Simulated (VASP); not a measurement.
# TiH (Fm-3m) in VASP: single point with r2SCAN

Aim: the single point of TiH with r2SCAN.

Everything below comes from runs of VASP 6.6.1. Logs are shortened: lines on timing, memory, paths and dates and some standing lists are left out, and cuts for length are marked.

## 1. The cell of the first run

It takes space group Fm-3m (No. 225, cubic). The conventional cell has a = 4.179 Å, b = 4.179 Å, c = 4.179 Å, α = 90.00°, β = 90.00°, γ = 90.00°. Within 2.8 Å of Ti (site symmetry m-3m) lie 6 H at 2.09 Å. Within 2.8 Å of H (site symmetry m-3m) lie 6 Ti at 2.09 Å.

## 2. Single point, r2SCAN

POSCAR

```
TiH
1.0
    0.0000000000      2.0896972200      2.0896972200
    2.0896972200      0.0000000000      2.0896972200
    2.0896972200      2.0896972200      0.0000000000
Ti H
1 1
Direct
    0.0000000000      0.0000000000      0.0000000000
    0.5000000000      0.5000000000      0.5000000000
```

INCAR.step1

```
ALGO = Normal ; EDIFF = 1E-4
ENCUT = 520 ; GGA = PE
ISMEAR = 0 ; LASPH = T
LCHARG = F ; LREAL = F
LWAVE = T ; NBANDS = 14
NELM = 60 ; PREC = Accurate
SIGMA = 0.15
```

INCAR.step2

```
ALGO = Normal ; EDIFF = 1E-7
ENCUT = 520 ; ISIF = 2
ISMEAR = 0 ; ISTART = 1
LASPH = T ; LCHARG = F
LMIXTAU = T ; LREAL = F
LWAVE = F ; METAGGA = R2SCAN
NBANDS = 14 ; NELM = 60
PREC = Accurate ; SIGMA = 0.15
```

KPOINTS

```
k-points
0
Gamma
  20 20 20
```

Potentials or basis: VASP PAW PBE potentials, release 64 (Ti_sv, H).

On the command line:

```
$ cat potpaw_PBE.64/Ti_sv/POTCAR potpaw_PBE.64/H/POTCAR > POTCAR
$ cp INCAR.step1 INCAR
$ mpirun -np 1 vasp_std > vasp.out
$ cp INCAR.step2 INCAR
$ mpirun -np 1 vasp_std > vasp.out
```

OUTCAR:

```text
EDIFF = 1E-7
   ENCUT = 520
   ISIF = 2
   ISMEAR = 0
   ISTART = 1
   LASPH = T
   LREAL = F
   METAGGA = R2SCAN
   NELM = 60
   PREC = Accurate

 ion  position               nearest neighbor table
   1  0.000  0.000  0.000-
   2  0.500  0.500  0.500-

  LATTYP: Found a face centered cubic cell.
 ALAT       =     4.1793944400

  Lattice vectors:

 A1 = (   0.0000000000,   2.0896972200,   2.0896972200)
 A2 = (   2.0896972200,   0.0000000000,   2.0896972200)
 A3 = (   2.0896972200,   2.0896972200,   0.0000000000)

Analysis of symmetry for initial positions (statically):
=====================================================================
 Subroutine PRICEL returns:
 Original cell was already a primitive cell.

 Routine SETGRP: Setting up the symmetry group for a
 face centered cubic supercell.

 Subroutine GETGRP returns: Found 48 space group operations
 (whereof 48 operations were pure point group operations)
 out of a pool of 48 trial point group operations.

The static configuration has the point symmetry O_h .

Analysis of symmetry for dynamics (positions and initial velocities):
=====================================================================
 Subroutine PRICEL returns:
 Original cell was already a primitive cell.

 Routine SETGRP: Setting up the symmetry group for a
 face centered cubic supercell.

 Subroutine GETGRP returns: Found 48 space group operations
 (whereof 48 operations were pure point group operations)
 out of a pool of 48 trial point group operations.

The dynamic configuration has the point symmetry O_h .

 Subroutine INISYM returns: Found 48 space group operations
 (whereof 48 operations are pure point group operations),
 and found     1 'primitive' translations

----------------------------------------------------------------------------------------

                                     Primitive cell

  volume of cell :      18.2507

  direct lattice vectors                    reciprocal lattice vectors
     0.000000000  2.089697220  2.089697220    -0.239269113  0.239269113  0.239269113
     2.089697220  0.000000000  2.089697220     0.239269113 -0.239269113  0.239269113
     2.089697220  2.089697220  0.000000000     0.239269113  0.239269113 -0.239269113

  length of vectors
     2.955278150  2.955278150  2.955278150     0.414426260  0.414426260  0.414426260

  position of ions in fractional coordinates (direct lattice)
     0.000000000  0.000000000  0.000000000
     0.500000000  0.500000000  0.500000000

  ion indices of the primitive-cell ions
   primitive index   ion index
                 1           1
                 2           2

----------------------------------------------------------------------------------------

 KPOINTS: k-points

Automatic generation of k-mesh.
 Grid dimensions read from file:
 generate k-points for:   20   20   20

 Generating k-lattice:

  Cartesian coordinates                     Fractional coordinates (reciprocal lattice)
    -0.011963456  0.011963456  0.011963456     0.050000000  0.000000000  0.000000000
     0.011963456 -0.011963456  0.011963456     0.000000000  0.050000000  0.000000000
     0.011963456  0.011963456 -0.011963456     0.000000000  0.000000000  0.050000000

  Length of vectors
     0.020721313  0.020721313  0.020721313

  Shift w.r.t. Gamma in fractional coordinates (k-lattice)
     0.000000000  0.000000000  0.000000000

 Subroutine IBZKPT returns following result:
 ===========================================

 Found    256 irreducible k-points:

 Following reciprocal coordinates:
            Coordinates               Weight
  0.000000  0.000000  0.000000      1.000000
  0.050000  0.000000  0.000000      8.000000
  0.100000  0.000000  0.000000      8.000000
  0.150000  0.000000  0.000000      8.000000
  0.200000  0.000000  0.000000      8.000000
  0.250000  0.000000  0.000000      8.000000
[... 16 lines left out ...]
 -0.400000  0.050000  0.000000     24.000000
 -0.350000  0.050000  0.000000     24.000000
 [... further k-points ...]
   k-points           NKPTS =    256   k-points in BZ     NKDIM =    256   number of bands    NBANDS=     14
   number of dos      NEDOS =    301   number of ions     NIONS =      2
   total plane-waves  NPLWV =  13824
   dimension x,y,z NGX =    24 NGY =   24 NGZ =   24
   dimension x,y,z NGXF=    48 NGYF=   48 NGZF=   48
   ions per type =               1   1
   NGX,Y,Z   is equivalent  to a cutoff of  13.50, 13.50, 13.50 a.u.
   NGXF,Y,Z  is equivalent  to a cutoff of  27.00, 27.00, 27.00 a.u.
 SYSTEM =  unknown system
   PREC   = accura    normal or accurate (medium, high low for compatibility)
   ISTART =      1    job   : 0-new  1-cont  2-samecut
   ICHARG =      0    charge: 1-file 2-atom 10-const
   ISPIN  =      1    spin polarized calculation?
   LNONCOLLINEAR =      F non collinear calculations
   LSORBIT =      F    spin-orbit coupling
   LASPH  =      T    aspherical Exc in radial PAW
   ENCUT  =  520.0 eV  38.22 Ry    6.18 a.u.   5.49  5.49  5.49*2*pi/ulx,y,z
   NELM   =     60;   NELMIN=  2; NELMDL=  0     # of ELM steps
   EDIFF  = 0.1E-06   stopping-criterion for ELM
   LREAL  =      F    real-space projection
   EDIFFG = 0.1E-05   stopping-criterion for IOM
   NSW    =      0    number of steps for IOM
   IBRION =     -1    ionic relax: 0-MD 1-quasi-New 2-CG
   NFREE  =      0    steps in history (QN), initial steepest desc. (CG)
   ISIF   =      2    stress and relaxation
   ISYM   =      2    0-nonsym 1-usesym 2-fastsym
   POTIM  = 0.5000    time-step for ionic-motion
   TEBEG  =    0.0;   TEEND  =   0.0 temperature during run
   PSTRESS=    0.0 pullay stress
   NELECT =      13.0000    total number of electrons
   NUPDOWN=      -1.0000    fix difference up-down
   EMIN   =  10.00;   EMAX   =-10.00  energy-range for DOS
   EFERMI =   0.00;   METHOD = LEGACY
   ISMEAR =     0;   SIGMA  =   0.15  broadening in eV -4-tet -1-fermi 0-gaus
   EFERMI_NEDOS =   21; number of points for ismear=-14 and -15
   IALGO  =     38    algorithm
   IMIX   =      4    mixing-type and parameters
     AMIX     =   0.40;   BMIX     =  1.00
     AMIX_MAG =   1.60;   BMIX_MAG =  1.00
  volume/ion in A,a.u.               =       9.13        61.58
  Fermi-wavevector in a.u.,A,eV,Ry     =   1.462051  2.762876 29.083729  2.137594
  Thomas-Fermi vector in A             =   2.578310
   LORBIT       =      0    0 simple, 1 ext, 2 COOP (PROOUT), +10 PAW based schemes
   METAGGA = R2SCAN    functional components
   LHFCALC =     F    Hartree Fock is set to
   AEXX    =    0.0000 exact exchange contribution
   IVDW    =     0    specifies the selected vdW correction
   LEPSILON=     F    determine dielectric tensor
   LRPA    =     F    only Hartree local field effects (RPA)
 non-spin polarized calculation
 Gauss-broadening in eV      SIGMA  =   0.15
  energy-cutoff  :      520.00
  volume of cell :       18.25
 maximum number of plane-waves:       531
 NGX is ok and might be reduce to    24
   NGX = 11   NGY = 11   NGZ = 11

 number of electron      12.9999996 magnetization

 Free energy of the ion-electron system (eV)
  ---------------------------------------------------
  ext. energy  EPLUGINS =         0.00000000
  ---------------------------------------------------
  free energy    TOTEN  =       -17.14657837 eV

  energy without entropy =      -17.12915167  energy(sigma->0) =      -17.13786502

 E-fermi :   8.8769     XC(G=0): -12.8190

 val. band max:        8.8729878523   @ k =  -0.4500   0.3500   0.0500
 cond. band min:       8.8811286007   @ k =  -0.3500   0.1500   0.0000
 fundamental gap:      0.0081407484
 Fermi energy:         8.8768716358

 k-point     1 :       0.0000    0.0000    0.0000
  band No.  band energies     occupation
      1     -50.2058      2.00000
      2     -25.0929      2.00000
      3     -25.0928      2.00000
      4     -25.0928      2.00000
      5      -1.2429      2.00000
      6       9.5839      0.00000
      7       9.5839      0.00000
      8       9.5839      0.00000
      9      11.3931      0.00000
     10      11.3932      0.00000
     11      19.7965      0.00000
     12      23.7720      0.00000
     13      25.8922      0.00000
     14      25.8922      0.00000

 k-point     2 :       0.0500    0.0000    0.0000
  band No.  band energies     occupation
      1     -50.2031      2.00000
      2     -25.1094      2.00000
      3     -25.0948      2.00000
      4     -25.0947      2.00000
      5      -1.1704      2.00000
      6       9.5234      0.00000
      7       9.6131      0.00000
      8       9.6131      0.00000
      9      11.3647      0.00000
     10      11.3647      0.00000
     11      19.4738      0.00000
     12      23.8364      0.00000
     13      25.9703      0.00000
     14      25.9703      0.00000

 k-point     3 :       0.1000    0.0000    0.0000
  band No.  band energies     occupation
      1     -50.1952      2.00000
      2     -25.1572      2.00000
      3     -25.1003      2.00000
      4     -25.1003      2.00000
      5      -0.9559      2.00000
      6       9.3459      0.00001
      7       9.6908      0.00000
      8       9.6908      0.00000
      9      11.2938      0.00000
     10      11.2939      0.00000
     11      18.7100      0.00000
     12      23.9574      0.00000
     13      26.1914      0.00000
     14      26.1914      0.00000
[... 324 lines left out ...]
 k-point    23 :      -0.4000    0.0500    0.0000
  band No.  band energies     occupation
      1     -50.1002      2.00000
      2     -25.6964      2.00000
      3     -25.1804      2.00000
      4     -25.1635      2.00000
      5       2.6508      2.00000
      6       6.2011      2.00000
      7       9.3469      0.00001
      8       9.4338      0.00000
      9      12.0747      0.00000
     10      12.3234      0.00000
     11      16.0185      0.00000
     12      19.1656      0.00000
     13      26.4721      0.00000
     14      27.8371      0.00000

 k-point    24 :      -0.3500    0.0500    0.0000
  band No.  band energies     occupation
      1     -50.1112      2.00000
      2     -25.6355      2.00000
      3     -25.1746      2.00000
      4     -25.1537      2.00000
      5       2.0003      2.00000
      6       6.8198      2.00000
      7       9.4328      0.00000
      8       9.5388      0.00000
      9      11.7921      0.00000
     10      12.1494      0.00000
     11      15.8817      0.00000
     12      20.1392      0.00000
     13      26.4736      0.00000
     14      28.6070      0.00000

 [... further k-points ...]

------------------------ aborting loop because EDIFF is reached ----------------------------------------

  FORCE on cell =-STRESS in cart. coord.  units (eV):
  Direction    XX          YY          ZZ          XY          YZ          ZX
  --------------------------------------------------------------------------------------
  -------------------------------------------------------------------------------------
  Total       -0.0002583     -0.0002583     -0.0002583      0.0000000      0.0000000     -0.0000000
  in kB       -0.0226764     -0.0226764     -0.0226764      0.0000000      0.0000000     -0.0000000
  external PRESSURE =      -0.0226764 kB  Pullay stress =       0.0000000 kB

 VOLUME and BASIS-vectors are now :
 -----------------------------------------------------------------------------
  energy-cutoff  :      520.00
  volume of cell :       18.25
      direct lattice vectors                 reciprocal lattice vectors
     0.000000000  2.089697220  2.089697220    -0.239269113  0.239269113  0.239269113
     2.089697220  0.000000000  2.089697220     0.239269113 -0.239269113  0.239269113
     2.089697220  2.089697220  0.000000000     0.239269113  0.239269113 -0.239269113

 POSITION                                       TOTAL-FORCE (eV/Angst)
 -----------------------------------------------------------------------------------
      0.00000      0.00000      0.00000         0.000000     -0.000000     -0.000000
      2.08970      2.08970      2.08970        -0.000000      0.000000      0.000000
 -----------------------------------------------------------------------------------
    total drift:                                0.000000     -0.000000     -0.000000

  FREE ENERGIE OF THE ION-ELECTRON SYSTEM (eV)
  ---------------------------------------------------
  free  energy   TOTEN  =       -17.1465783676 eV

  energy  without entropy=      -17.1291516656  energy(sigma->0) =      -17.13786502
```

It took 3.4 min on 1 thread of Intel Xeon Platinum 8259CL at 2.50GHz (Skylake/Cascade Lake), shared host; peak memory 0.2 GiB.

Results:

```
Free energy            : -17.1466 eV
Pressure               : 0.0 GPa
Band gap on the k mesh : zero (an odd number of electrons rules out a gap without spin polarisation)
```

Caveat: the PAW data sets were made with another functional, which shifts forces and pressure a little.
